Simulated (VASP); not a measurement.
Input of a VASP 6.6.1 run:

File INCAR:

```
SYSTEM = C
  PREC = Accurate
  ENCUT = 520
  EDIFF = 1E-6
  ISMEAR = 0
  SIGMA = 0.05
  LREAL = .FALSE.
  LASPH = .TRUE.
  NELM = 60
  ALGO = Normal
  ISIF = 2
  LWAVE = .FALSE.
  LCHARG = .FALSE.
  GGA = CA
  NBANDS = 11
```

KPOINTS

```
Automatic mesh
0
G
  12 12 12
  0 0 0
```

Contents of POSCAR:

```
C
1.0
    1.1251918219      0.6496298013      3.9867532204
   -1.1251918219      0.6496298013      3.9867532204
    0.0000000000     -1.2992596025      3.9867532204
C
2
Direct
    0.1640000000      0.1640000000      0.1640000000
    0.8360000000      0.8360000000      0.8360000000
```

Potentials or basis: VASP PAW LDA potentials, release 64 (C).

Launch:

```sh
$ cat potpaw_LDA.64/C/POTCAR > POTCAR
$ mpirun -np 1 vasp_std > vasp.out
```

Task: Estimate the largest force.

Result: 0.895 eV/Å.

Task: Predict the pressure.

Result: 85.1 GPa.

Task: Estimate the band gap on the k mesh.

Result: 0.22 eV, direct.

Forces on the atoms (eV/Å):
```
C    0.000  0.000  0.895
C    0.000  0.000 -0.895
```

 A k mesh can miss the band edges.
